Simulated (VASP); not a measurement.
Runs of VASP 6.6.1 on Si2Ni. The structure is that of space group Fm-3m (No. 225), or close to it. The cells are those of the table. 

```csv
fixed moment (μB),cell,pressure (GPa),moment (μB)
0.25,"a = 3.773 Å, angles 60.0°, 3 atoms",10.1,0.25
0.125,"a = 3.690 Å, angles 60.0°, 3 atoms",(a),0.12
1.0,"a = 3.773 Å, angles 60.0°, 3 atoms",14.5,1.00
0.625,"a = 3.851 Å, angles 60.0°, 3 atoms",1.2,0.62
0.625,"a = 3.690 Å, angles 60.0°, 3 atoms",(b),0.62
```

Alike in all rows: task single point; level PBE; potentials or basis VASP PAW PBE potentials, release 64 (Si, Ni); spin collinear, ferromagnetic start; k mesh 14 × 14 × 14; cutoff (eV) 520; smearing gaussian 0.15 eV.

Question: Fill in the values left out.

Answer: (a) 24.9; (b) 27.1.

Caveats: the total moment is fixed, so each spin has its own Fermi level.
